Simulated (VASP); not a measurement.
A run of VASP 6.6.1:

INCAR

```
ALGO = Normal ; EDIFF = 1E-6
ENCUT = 520 ; GGA = PE
ISIF = 2 ; ISMEAR = 0
LASPH = True ; LCHARG = True
LELF = True ; LREAL = False
LVHAR = True ; LWAVE = False
NBANDS = 41 ; NELM = 80
PREC = Accurate ; SIGMA = 0.05
```

Contents of KPOINTS:

```
k-points
0
Gamma
  18 18 4
```

Contents of POSCAR:

```
AlCr2C
1.0
    2.8251010600      0.0000000000      0.0000000000
   -1.4125505300      2.4466092900      0.0000000000
    0.0000000000      0.0000000000     12.6013736800
Al Cr C
2 4 2
Direct
    0.6666666700      0.3333333300      0.2500000000
    0.3333333300      0.6666666700      0.7500000000
    0.3333333300      0.6666666700      0.4149411600
    0.6666666700      0.3333333300      0.9149411600
    0.6666666700      0.3333333300      0.5850588400
    0.3333333300      0.6666666700      0.0850588400
    0.0000000000      0.0000000000      0.5000000000
    0.0000000000      0.0000000000      0.0000000000
```

Potentials or basis: VASP PAW PBE potentials, release 64 (Al, Cr_pv, C).

Run with:

```sh
$ cat potpaw_PBE.64/Al/POTCAR potpaw_PBE.64/Cr_pv/POTCAR potpaw_PBE.64/C/POTCAR > POTCAR
$ mpirun -np 1 vasp_std > vasp.out
```

Hardware: 1 thread of Intel(R) Xeon(R) Platinum 8559C (Emerald Rapids) (shared host).

Q: Estimate the wall time of this run.

A: It took 5.2 min on 1 thread of Intel(R) Xeon(R) Platinum 8559C (Emerald Rapids) (shared host), peak memory 0.45 GiB. Counts: scf iterations 15, k points 111.
